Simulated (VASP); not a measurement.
# Al3GaO6 (P1) in VASP: relaxation of cell and atoms with PBE

Aim: the relaxation of cell and atoms of Al3GaO6 with PBE.

Everything below comes from runs of VASP 6.6.1. Logs are shortened: lines on timing, memory, paths and dates and some standing lists are left out, and cuts for length are marked.

## Step 1: The cell of the first run

The typed cell holds 10 atoms: a = 4.820 Å, b = 4.948 Å, c = 5.102 Å, α = 63.66°, β = 62.58°, γ = 61.84°.

## Step 2: Relaxation of cell and atoms, PBE

Input file INCAR:

```
SYSTEM = Al3GaO6
ALGO = Normal
EDIFF = 1E-7
EDIFFG = -0.025
ENCUT = 600
GGA = PE
GGA_COMPAT = .False.
IBRION = 2
ISIF = 3
ISMEAR = 0
LASPH = .True.
LCHARG = .False.
LREAL = .False.
LWAVE = .False.
NELM = 120
NELMIN = 4
NSW = 80
PREC = Accurate
SIGMA = 0.1
```

Input file KPOINTS:

```
k-points
0
Gamma
  4 4 4
  0 0 0
```

Input file POSCAR:

```
Al3GaO6
1.0
   -2.3732995099      4.1953005569     -0.0198030595
   -4.9458861134     -0.1150584572     -0.0804381298
   -2.3668277591      1.3814460672      4.3039321924
Al Ga O
3 1 6
Direct
    0.8599750327      0.8397746591      0.4339293466
    0.6652185852      0.6422245461      0.0554061936
    0.1348987936      0.1665778834      0.5433144766
    0.3344203136      0.3714217286      0.9310410302
    0.0310661718      0.7712209045      0.7553927487
    0.7656948377      0.4409372704      0.7280143349
    0.4569592399      0.0404202746      0.7546902295
    0.9401783476      0.2369498805      0.2739879418
    0.2506844387      0.5539932868      0.2741221638
    0.5609042390      0.9364795660      0.2501015342
```

Potentials or basis: VASP PAW PBE potentials, release 64 (Al, Ga_d, O).

Launch:

```console
cat potpaw_PBE.64/Al/POTCAR potpaw_PBE.64/Ga_d/POTCAR potpaw_PBE.64/O/POTCAR > POTCAR
mpirun -np 1 vasp_std > vasp.out
```

OUTCAR:

```text
SYSTEM = Al3GaO6
   EDIFF = 1E-7
   EDIFFG = -0.025
   ENCUT = 600
   GGA = PE
   IBRION = 2
   ISIF = 3
   ISMEAR = 0
   LASPH = .True.
   LREAL = .False.
   NELM = 120
   NELMIN = 4
   NSW = 80
   PREC = Accurate

 ion  position               nearest neighbor table
   1  0.860  0.840  0.434-   9 1.82  10 1.84   8 1.92   6 1.99   5 1.99   7 2.03   2 2.70   3 2.83
                             3 2.86   3 2.97   2 3.13   2 3.31
   2  0.665  0.642  0.055-  10 1.87   5 1.89   9 1.94   8 1.97   7 2.03   6 2.07   1 2.70   4 2.72
                             4 2.91   4 3.07   1 3.13   1 3.31
   3  0.135  0.167  0.543-   6 1.79   8 1.83   5 1.95   9 1.96   7 2.00  10 2.06   4 2.66   1 2.83
                             1 2.86   1 2.97
   4  0.334  0.371  0.931-   7 1.94   5 1.94   6 1.97   8 2.05   9 2.11  10 2.19   3 2.66   2 2.72
                             2 2.91   2 3.07
   5  0.031  0.771  0.755-   2 1.89   4 1.94   3 1.95   1 1.99
   6  0.766  0.441  0.728-   3 1.79   4 1.97   1 1.99   2 2.07
   7  0.457  0.040  0.755-   4 1.94   3 2.00   2 2.03   1 2.03
   8  0.940  0.237  0.274-   3 1.83   1 1.92   2 1.97   4 2.05
   9  0.251  0.554  0.274-   1 1.82   2 1.94   3 1.96   4 2.11
  10  0.561  0.936  0.250-   1 1.84   2 1.87   3 2.06   4 2.19

  Warning from LATTYP: Got some problem with cell dimensions!
  Tried to take original basis but could not verify dimensions!
  LATTYP: Found a triclinic cell.
 ALAT       =     8.4807235460
 B/A-ratio  =     0.5683610590
 C/A-ratio  =     0.6252110490
 COS(alpha) =     0.0027617979
 COS(beta)  =     0.3314390632
 COS(gamma) =     0.8454668093

  Lattice vectors:

 A1 = (   4.7401272690,  -5.5767466241,  -4.2841291329)
 A2 = (   2.3732995099,  -4.1953005569,   0.0198030595)
 A3 = (  -2.5790583543,  -1.4965045244,  -4.3843703222)

Analysis of symmetry for initial positions (statically):
=====================================================================
 Subroutine PRICEL returns:
 Original cell was already a primitive cell.

 Routine SETGRP: Setting up the symmetry group for a
 triclinic supercell.

 Subroutine GETGRP returns: Found  1 space group operations
 (whereof  1 operations were pure point group operations)
 out of a pool of  2 trial point group operations.

The static configuration has the point symmetry C_1 .

Analysis of symmetry for dynamics (positions and initial velocities):
=====================================================================
 Subroutine PRICEL returns:
 Original cell was already a primitive cell.

 Routine SETGRP: Setting up the symmetry group for a
 triclinic supercell.

 Subroutine GETGRP returns: Found  1 space group operations
 (whereof  1 operations were pure point group operations)
 out of a pool of  2 trial point group operations.

The dynamic configuration has the point symmetry C_1 .

 Subroutine INISYM returns: Found  1 space group operations
 (whereof  1 operations are pure point group operations),
 and found     1 'primitive' translations

----------------------------------------------------------------------------------------

                                     Primitive cell

  volume of cell :      91.1553

  direct lattice vectors                    reciprocal lattice vectors
    -2.373299510  4.195300557 -0.019803060    -0.004213500  0.235610442 -0.077941690
    -4.945886113 -0.115058457 -0.080438130    -0.198382815 -0.112570416 -0.072963044
    -2.366827759  1.381446067  4.303932192    -0.003727053 -0.001019799  0.230623407

  length of vectors
     4.820113016  4.947878150  5.102362119     0.248203427  0.239481619  0.230655775

  position of ions in fractional coordinates (direct lattice)
     0.859975033  0.839774659  0.433929347
     0.665218585  0.642224546  0.055406194
     0.134898794  0.166577883  0.543314477
     0.334420314  0.371421729  0.931041030
     0.031066172  0.771220904  0.755392749
     0.765694838  0.440937270  0.728014335
     0.456959240  0.040420275  0.754690229
     0.940178348  0.236949880  0.273987942
     0.250684439  0.553993287  0.274122164
     0.560904239  0.936479566  0.250101534

  ion indices of the primitive-cell ions
   primitive index   ion index
                 1           1
[... 29 lines left out ...]
     0.000000000  0.000000000  0.000000000

 Subroutine IBZKPT returns following result:
 ===========================================

 Found     36 irreducible k-points:

 Following reciprocal coordinates:
            Coordinates               Weight
  0.000000  0.000000  0.000000      1.000000
  0.250000 -0.000000 -0.000000      2.000000
  0.500000 -0.000000 -0.000000      1.000000
 -0.000000  0.250000  0.000000      2.000000
  0.250000  0.250000  0.000000      2.000000
  0.500000  0.250000 -0.000000      2.000000
[... 16 lines left out ...]
  0.000000 -0.250000  0.250000      2.000000
  0.250000 -0.250000  0.250000      2.000000
 [... further k-points ...]
   k-points           NKPTS =     36   k-points in BZ     NKDIM =     36   number of bands    NBANDS=     35
   number of dos      NEDOS =    301   number of ions     NIONS =     10
   total plane-waves  NPLWV =  67200
   dimension x,y,z NGX =    40 NGY =   40 NGZ =   42
   dimension x,y,z NGXF=    80 NGYF=   80 NGZF=   84
   ions per type =               3   1   6
   NGX,Y,Z   is equivalent  to a cutoff of  13.80, 13.44, 13.68 a.u.
   NGXF,Y,Z  is equivalent  to a cutoff of  27.59, 26.88, 27.37 a.u.
 SYSTEM =  Al3GaO6
   PREC   = accura    normal or accurate (medium, high low for compatibility)
   ISTART =      0    job   : 0-new  1-cont  2-samecut
   ICHARG =      2    charge: 1-file 2-atom 10-const
   ISPIN  =      1    spin polarized calculation?
   LNONCOLLINEAR =      F non collinear calculations
   LSORBIT =      F    spin-orbit coupling
   LASPH  =      T    aspherical Exc in radial PAW
   ENCUT  =  600.0 eV  44.10 Ry    6.64 a.u.   9.63  9.88 10.19*2*pi/ulx,y,z
   NELM   =    120;   NELMIN=  4; NELMDL= -5     # of ELM steps
   EDIFF  = 0.1E-06   stopping-criterion for ELM
   LREAL  =      F    real-space projection
   EDIFFG = -.3E-01   stopping-criterion for IOM
   NSW    =     80    number of steps for IOM
   IBRION =      2    ionic relax: 0-MD 1-quasi-New 2-CG
   NFREE  =      1    steps in history (QN), initial steepest desc. (CG)
   ISIF   =      3    stress and relaxation
   ISYM   =      2    0-nonsym 1-usesym 2-fastsym
   POTIM  = 0.5000    time-step for ionic-motion
   TEBEG  =    0.0;   TEEND  =   0.0 temperature during run
   PSTRESS=    0.0 pullay stress
   NELECT =      58.0000    total number of electrons
   NUPDOWN=      -1.0000    fix difference up-down
   EMIN   =  10.00;   EMAX   =-10.00  energy-range for DOS
   EFERMI =   0.00;   METHOD = LEGACY
   ISMEAR =     0;   SIGMA  =   0.10  broadening in eV -4-tet -1-fermi 0-gaus
   EFERMI_NEDOS =   21; number of points for ismear=-14 and -15
   IALGO  =     38    algorithm
   IMIX   =      4    mixing-type and parameters
     AMIX     =   0.40;   BMIX     =  1.00
     AMIX_MAG =   1.60;   BMIX_MAG =  1.00
  volume/ion in A,a.u.               =       9.12        61.51
  Fermi-wavevector in a.u.,A,eV,Ry     =   1.408068  2.660862 26.975651  1.982654
  Thomas-Fermi vector in A             =   2.530263
   LORBIT       =      0    0 simple, 1 ext, 2 COOP (PROOUT), +10 PAW based schemes
   GGA     = PE    functional components
   LHFCALC =     F    Hartree Fock is set to
   AEXX    =    0.0000 exact exchange contribution
   IVDW    =     0    specifies the selected vdW correction
   LEPSILON=     F    determine dielectric tensor
   LRPA    =     F    only Hartree local field effects (RPA)
 conjugate gradient relaxation of ions
 non-spin polarized calculation
 Gauss-broadening in eV      SIGMA  =   0.10
  energy-cutoff  :      600.00
  volume of cell :       91.16
 maximum number of plane-waves:      3060
 NGX is ok and might be reduce to    40
   NGX = 19   NGY = 19   NGZ = 21

--------------------------------------- Ionic step        1  -------------------------------------------

 number of electron      57.9999997 magnetization

 Free energy of the ion-electron system (eV)
  ---------------------------------------------------
  ext. energy  EPLUGINS =         0.00000000
  ---------------------------------------------------
  free energy    TOTEN  =       -70.12063440 eV

  energy without entropy =      -70.12063440  energy(sigma->0) =      -70.12063440

------------------------ aborting loop because EDIFF is reached ----------------------------------------

  FORCE on cell =-STRESS in cart. coord.  units (eV):
  Direction    XX          YY          ZZ          XY          YZ          ZX
  --------------------------------------------------------------------------------------
  -------------------------------------------------------------------------------------
  Total       -3.0637588      0.0956980      4.4108419     -2.8004866     -1.3285568     -3.0942661
  in kB      -53.8496893      1.6820207     77.5264910    -49.2223270    -23.3511763    -54.3858961
  external PRESSURE =       8.4529408 kB  Pullay stress =       0.0000000 kB
[... 113 lines left out ...]
  FREE ENERGIE OF THE ION-ELECTRON SYSTEM (eV)
  ---------------------------------------------------
  free  energy   TOTEN  =       -70.8128054284 eV

  energy  without entropy=      -70.8128054284  energy(sigma->0) =      -70.81280543

[... ionic steps 4 to 9 ...]

--------------------------------------- Ionic step       10  -------------------------------------------

 number of electron      57.9999995 magnetization

------------------------ aborting loop because EDIFF is reached ----------------------------------------
[... 83 lines left out ...]
--------------------------------------- Ionic step       12  -------------------------------------------

 number of electron      57.9999995 magnetization

 Free energy of the ion-electron system (eV)
  ---------------------------------------------------
  ext. energy  EPLUGINS =         0.00000000
  ---------------------------------------------------
  free energy    TOTEN  =       -70.91623350 eV

  energy without entropy =      -70.91623350  energy(sigma->0) =      -70.91623350

 E-fermi :   5.7610     XC(G=0): -11.6738

 val. band max:        5.3172658632   @ k =   0.2500  -0.0000  -0.0000
 cond. band min:       9.9323942329   @ k =   0.0000   0.0000   0.0000
 fundamental gap:      4.6151283698
 Fermi energy:         5.7609665147

 k-point     1 :       0.0000    0.0000    0.0000
  band No.  band energies     occupation
      1     -13.5804      2.00000
      2     -11.4285      2.00000
      3     -11.3223      2.00000
      4     -11.3204      2.00000
      5     -10.9531      2.00000
      6     -10.9512      2.00000
[... 901 lines left out ...]
     34      15.3742      0.00000
     35      15.7482      0.00000

 [... further k-points ...]

------------------------ aborting loop because EDIFF is reached ----------------------------------------

  FORCE on cell =-STRESS in cart. coord.  units (eV):
  Direction    XX          YY          ZZ          XY          YZ          ZX
  --------------------------------------------------------------------------------------
  -------------------------------------------------------------------------------------
  Total        0.0173832      0.0066609     -0.0118905     -0.0109228      0.0170671      0.0057758
  in kB        0.3073028      0.1177528     -0.2102017     -0.1930941      0.3017150      0.1021050
  external PRESSURE =       0.0716180 kB  Pullay stress =       0.0000000 kB
[... 25 lines left out ...]
  FREE ENERGIE OF THE ION-ELECTRON SYSTEM (eV)
  ---------------------------------------------------
  free  energy   TOTEN  =       -70.9162334990 eV

  energy  without entropy=      -70.9162334990  energy(sigma->0) =      -70.91623350

 reached required accuracy - stopping structural energy minimisation
```

Run time: 28 min. Hardware: 1 thread of Intel Xeon 8259CL, shared host; peak memory 0.34 GiB.

Results:

```
Free energy                           : -70.9162 eV
Relaxed volume                        : 9.06 Å³/atom
Relaxed cell                          : a = 4.869 Å, b = 4.870 Å, c = 5.233 Å, α = 62.26°, β = 62.28°, γ = 60.01°
Space group after relaxing (to 0.1 Å) : R3 (No. 146)
Energy gained by relaxing             : 79.6 meV/atom
Ionic steps                           : 12
Pressure after relaxing               : 0.0 GPa
Largest force after relaxing          : 0.016 eV/Å
Band gap on the k mesh                : 4.62 eV (least direct gap 4.62 eV)
```

Forces on the atoms (eV/Å):
```
Al   0.003 -0.011 -0.001
Al   0.001  0.005  0.003
Al   0.001  0.009  0.003
Ga   0.004  0.000  0.001
O   -0.001 -0.005  0.004
O   -0.007  0.007 -0.005
O   -0.013 -0.003  0.009
O   -0.002 -0.004  0.003
O    0.009  0.000 -0.004
O    0.005  0.002 -0.012
```

The path:
```
step  energy change (eV)  largest force (eV/Å)  pressure (GPa)  volume (Å³)
   1              0.0000                2.4995            0.85        91.16
   2             -0.6577                1.1284           -1.99        91.72
   3             -0.6922                0.7946           -2.10        91.62
   4             -0.7732                0.3239            1.35        90.14
   5             -0.7735                0.3161            1.62        90.04
   6             -0.7891                0.1526           -0.66        90.92
   7             -0.7891                0.1525           -0.68        90.92
   8             -0.7940                0.0787           -0.05        90.65
   9             -0.7943                0.0752            0.18        90.56
  10             -0.7954                0.0299            0.01        90.63
  11             -0.7954                0.0367           -0.03        90.64
  12             -0.7956                0.0161            0.01        90.63
```

Final structure:
```
Al Ga O
1.0
    -2.43509    4.21664   -0.00078
    -4.86972   -0.00104    0.00054
    -2.43572    1.40484    4.41309
Al Ga O
3 1 6
Direct
  0.85215 0.85196 0.44402
  0.64631 0.64660 0.06067
  0.15100 0.15125 0.54660
  0.35878 0.35870 0.92365
  0.04143 0.76623 0.74944
  0.76618 0.44272 0.74955
  0.44304 0.04120 0.74934
  0.93343 0.25140 0.25870
  0.25132 0.55662 0.25902
  0.55637 0.93332 0.25902
```
